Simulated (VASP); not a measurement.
A run of VASP 6.6.1 is set up as follows.

File INCAR:

```
SYSTEM = CdS
PREC     = Accurate       ! precision mode
ENCUT    = 500            ! plane-wave cutoff, eV
EDIFF    = 1E-6           ! SCF threshold, eV
ISMEAR   = 0              ! smearing method
SIGMA    = 0.02           ! smearing width, eV
LREAL    = .False.        ! projectors in reciprocal space
LASPH    = .True.         ! aspherical terms in the spheres
NELM     = 120            ! most SCF steps
ALGO     = Normal         ! electronic algorithm
ISIF     = 2              ! what is computed and relaxed
LWAVE    = .False.        ! write WAVECAR
LCHARG   = .True.         ! write CHGCAR
LELF     = .True.         ! ELF
LVHAR    = .True.       
NBANDS   = 16             ! bands
GGA_COMPAT= .False.
```

KPOINTS

```
regular mesh
0
Gamma
  8 8 8
  0 0 0
```

The input POSCAR:

```
CdS
1.0
    0.0000000000      2.8782481810      2.8782481810
    2.8782481810      0.0000000000      2.8782481810
    2.8782481810      2.8782481810      0.0000000000
Cd S
1 1
Direct
    0.0000000000      0.0000000000      0.0000000000
    0.2500000000      0.2500000000      0.2500000000
```

Potentials or basis: VASP PAW LDA potentials, release 64 (Cd, S).

Run with:

```console
$ cat potpaw_LDA.64/Cd/POTCAR potpaw_LDA.64/S/POTCAR > POTCAR
$ mpirun -np 1 vasp_std > vasp.out
```

Question: What does it give for the pressure?

Answer: 0.6 GPa.

Question: Predict the band gap on the k mesh.

Answer: 0.98 eV.
